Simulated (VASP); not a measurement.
Input of a VASP 6.6.1 run:

Contents of POSCAR:

```
SrO
1.0
    0.0000000000      2.6108859567      2.6108859567
    2.6108859567      0.0000000000      2.6108859567
    2.6108859567      2.6108859567      0.0000000000
Sr O
1 1
Direct
    0.5000000000      0.5000000000      0.5000000000
    0.0000000000      0.0000000000      0.0000000000
```

Contents of INCAR.step1:

```
PREC     = Accurate       # precision mode
ENCUT    = 520            # plane-wave cutoff, eV
EDIFF    = 1E-5           # SCF threshold, eV
ISMEAR   = -1             # smearing method
SIGMA    = 0.05           # smearing width, eV
LREAL    = F              # projectors in reciprocal space
LASPH    = T              # aspherical terms in the spheres
NELM     = 80             # most SCF steps
ALGO     = Normal         # electronic algorithm
ISIF     = 2              # what is computed and relaxed
LWAVE    = T              # write WAVECAR
LCHARG   = F              # write CHGCAR
GGA      = PE             # functional
NBANDS   = 15             # bands
```

The input INCAR.step2:

```
PREC     = Accurate       # precision mode
ENCUT    = 520            # plane-wave cutoff, eV
EDIFF    = 1E-6           # SCF threshold, eV
ISMEAR   = -1             # smearing method
SIGMA    = 0.05           # smearing width, eV
LREAL    = F              # projectors in reciprocal space
LASPH    = T              # aspherical terms in the spheres
NELM     = 80             # most SCF steps
ALGO     = Normal         # electronic algorithm
ISIF     = 2              # what is computed and relaxed
LWAVE    = F              # write WAVECAR
LCHARG   = F              # write CHGCAR
GGA      = PE             # functional
LHFCALC  = T              # exact exchange
AEXX     = 1.0            # exact-exchange fraction
ALDAC    = 0.0          
AGGAC    = 0.0          
PRECFOCK = Normal       
ISTART   = 1            
NBANDS   = 15             # bands
```

KPOINTS

```
regular mesh
0
Gamma
  5 5 5
```

Potentials or basis: VASP PAW PBE potentials, release 64 (Sr_sv, O).

The run is started by

```bash
$ cat potpaw_PBE.64/Sr_sv/POTCAR potpaw_PBE.64/O/POTCAR > POTCAR
$ cp INCAR.step1 INCAR
$ mpirun -np 1 vasp_std > vasp.out
$ cp INCAR.step2 INCAR
$ mpirun -np 1 vasp_std > vasp.out
```

(1) Predict the band gap on the k mesh.

(2) Predict the pressure.

Results:

(1) 13.02 eV (least direct gap 13.18 eV).

(2) 0.0 GPa.

Caveat: the PAW data sets were made with another functional, which shifts forces and pressure a little; an odd mesh through Γ misses points on the zone boundary, where band edges can lie.
